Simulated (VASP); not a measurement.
The system is MnH4.

```
Mn H
1.0
     3.68677    0.00000    0.00000
     0.00000    3.68677    0.00000
     0.00000    0.00000    3.47102
Mn H
1 4
Direct
  0.50000 0.50000 0.00000
  0.16886 0.50000 0.00000
  0.83114 0.50000 0.00000
  0.50000 0.16886 0.00000
  0.50000 0.83114 0.00000
```

```yaml
Program: VASP 6.6.1
Task: relaxation of cell and atoms
Functional: PBE
Potentials_or_basis: VASP PAW PBE potentials, release 64 (Mn_pv, H)
Cutoff: 600 eV
k_mesh: 6 × 6 × 6
Occupations: gaussian, width 0.1 eV
Spin: collinear spin, ferromagnetic start
Starting_moments: "[4.0, 0.0, 0.0, 0.0, 0.0] μB"
```

At the start: pressure 52.4 GPa; volume 9.44 Å³/atom.

Problem. How do energy, volume and symmetry change on relaxing?

Solution. Over 30 steps the energy falls by 1715.5 meV/atom and the volume is 11.90 Å³/atom (+26.2 %); space group P4/mmm (No. 123, to 0.05 Å); moment 4.09 μB per cell.

The path:
```
step  energy change (eV)  largest force (eV/Å)  pressure (GPa)  volume (Å³)
   1              0.0000               11.2135           52.41        47.18
   2             62.3151              329.8153          101.24        70.41
   3             -4.5214                5.5975           31.00        48.22
   4             -4.9816                4.9215           28.04        48.77
   5             -7.0229                0.4117           13.72        53.41
   6              0.9180               38.2676           32.54        61.64
   7             -6.9861                1.6148           13.82        53.69
   8             -7.9260                0.5720            5.23        60.96
   9             -8.0598                1.0270            1.44        64.81
  10             -8.0640                1.0855            0.71        65.75
  11             -8.2705                0.7188           -1.51        68.51
  12             -8.3659                0.3502           -2.53        71.28
  13             -8.3780                0.1937           -2.66        72.36
  14             -8.4271                0.2272           -1.53        69.36
  15             -8.4369                0.5237           -0.77        67.64
  16             -8.4671                0.4573           -0.68        66.16
  17             -8.5393                0.2623           -0.12        61.83
  18             -8.5472                0.0735            1.08        53.56
  19             -8.5603                0.0510            1.55        55.78
  20             -8.5650                0.1292            0.66        58.77
  21             -8.5671                0.0732            1.09        57.74
  22             -8.5670                0.0853            0.88        57.94
  23             -8.5715                0.0374            0.33        58.62
  24             -8.5722                0.0998            0.07        58.98
  25             -8.5743                0.0547           -0.01        59.22
  26             -8.5761                0.0315           -0.14        59.68
  27             -8.5761                0.0386           -0.17        59.73
  28             -8.5769                0.0050           -0.32        59.71
  29             -8.5771                0.0464           -0.43        59.69
  30             -8.5776                0.0350           -0.31        59.52
```

Final structure:
```cif
data_structure
_symmetry_space_group_name_H-M 'P 1'
_symmetry_Int_Tables_number 1
_cell_length_a 4.6737
_cell_length_b 4.6737
_cell_length_c 2.7251
_cell_angle_alpha 90.000
_cell_angle_beta 90.000
_cell_angle_gamma 90.000
_cell_volume 59.52
loop_
_atom_site_label
_atom_site_type_symbol
_atom_site_fract_x
_atom_site_fract_y
_atom_site_fract_z
_atom_site_occupancy
Mn1 Mn 0.50000 0.50000 0.00000 1
H1 H 0.09356 0.50000 0.00000 1
H2 H 0.90644 0.50000 0.00000 1
H3 H 0.50000 0.09356 0.00000 1
H4 H 0.50000 0.90644 0.00000 1
```

Caveat: the volume moved by over 15 % at a fixed basis, so the end points are rough.
